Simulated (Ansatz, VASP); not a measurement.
# HfN: VASP beside Ansatz

Contents of INCAR:

```
  PREC = Accurate
  ENCUT = 520
  EDIFF = 1E-6
  ISMEAR = 0
  SIGMA = 0.15
  LREAL = False
  LASPH = True
  NELM = 100
  ALGO = Normal
  ISIF = 2
  LWAVE = False
  LCHARG = True
  GGA = CA
  LELF = True
  LVHAR = True
  NBANDS = 14
```

Contents of KPOINTS:

```
regular mesh
0
Gamma
  18 18 18
```

Contents of POSCAR:

```
HfN
1.0
    0.0000000000      2.0782800000      2.2590000000
    2.0782800000      0.0000000000      2.2590000000
    2.0782800000      2.0782800000      0.0000000000
Hf N
1 1
Direct
    0.0000000000      0.0000000000      0.0000000000
    0.5000000000      0.5000000000      0.5000000000
```

Input for Ansatz:

```yaml
crystal:
  lattice:
    - [0.0, 2.07828, 2.259]
    - [2.07828, 0.0, 2.259]
    - [2.07828, 2.07828, 0.0]
  atoms:
    - { symbol: Hf, position: [0.0, 0.0, 0.0] }
    - { symbol: "N", position: [0.5, 0.5, 0.5] }
basis:
  ecutwfc: 420
kpoints:
  mp_grid: { grid: [18, 18, 18] }
hamiltonian:
  xc: lda
scf:
  occupations: { method: gaussian, width: 0.15 }
output:
  forces: true
  stress: true
  eigenvalues: true
```

Change from the starting cell: strain -0.080 along x and y, +0.000 along z, atoms carried along.

Alike in both runs: task single point; functional LDA; k mesh 18 × 18 × 18; occupations gaussian, width 0.15 eV; no spin polarisation.

|  | VASP | Ansatz |
| --- | --- | --- |
| version | VASP 6.6.1 | Ansatz 0.2.0 |
| potentials or method | VASP PAW LDA potentials, release 64 (Hf_pv, N), cutoff 520 eV | scalar-relativistic, plane waves, PAW |
| valence electrons in the cell | 15 | 31 |

Ansatz gave:

- gap on the k mesh at the Fermi level (eV): none
- pressure (GPa): 59.7
- traceless stress, the component that is largest in VASP (GPa): -50.24

Task: Which values does VASP return?

Result: gap on the k mesh at the Fermi level (eV): none; pressure (GPa): 59.5; traceless stress, the component that is largest in VASP (GPa): -50.94.

LDA's correlation is that of Perdew and Zunger in VASP and of Perdew and Wang (1992) in Ansatz. A gap of «none» marks a metal or a gap that the smearing closes. Both programs put the cell under a high pressure, so it lies far from rest at this level. VASP's potentials hold 15 valence electrons a cell and Ansatz's 31, so a difference there can come from the potentials and not from the codes.

Neither program's run includes spin-orbit coupling.
